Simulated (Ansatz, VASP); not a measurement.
Two plane-wave programs on HfO2

```
CELL_PARAMETERS angstrom
0.00000 -2.52207 -2.52207
0.00000 2.52207 -2.52207
5.04413 0.00000 0.00000
ATOMIC_POSITIONS crystal
Hf 0.00480 0.99520 0.00000
Hf 0.49520 0.50480 0.50000
O 0.99981 0.49981 0.68593
O 0.50019 0.00019 0.31407
O 0.99981 0.49981 0.18593
O 0.50019 0.00019 0.81407
```

Change from the starting cell: mode 1 frozen in at -0.323 Å and mode 5 at -0.024 Å (largest displacements).

Alike in both runs: task single point; functional PBEsol; k mesh 6 × 6 × 6; occupations gaussian, width 0.05 eV; no spin polarisation.

|  | VASP | Ansatz |
| --- | --- | --- |
| version | VASP 6.6.1 | Ansatz 0.2.0 |
| potentials or method | VASP PAW PBE potentials, release 64 (Hf_pv, O), cutoff 520 eV | scalar-relativistic, plane waves, PAW |
| valence electrons in the cell | 44 | 76 |

Ansatz gave:

```
gap on the k mesh at the Fermi level (eV)                     : 4.39
least direct gap on the mesh (eV)                             : 4.49
pressure (GPa)                                                : 10.4
traceless stress, the component that is largest in VASP (GPa) : 6.53
rms of the force components (eV/Å)                            : 0.358
```

Estimate VASP's values.

gap on the k mesh at the Fermi level (eV): 4.36; least direct gap on the mesh (eV): 4.46; pressure (GPa): 7.1; traceless stress, the component that is largest in VASP (GPa): 6.75; rms of the force components (eV/Å): 0.347.

VASP's potentials were made for PBE, not for PBEsol, and Ansatz warns of the same on its side. Atom by atom the forces differ by 0.014 eV/Å (rms over components). VASP's potentials hold 44 valence electrons a cell and Ansatz's 76, so a difference there can come from the potentials and not from the codes.

Neither program's run includes spin-orbit coupling.
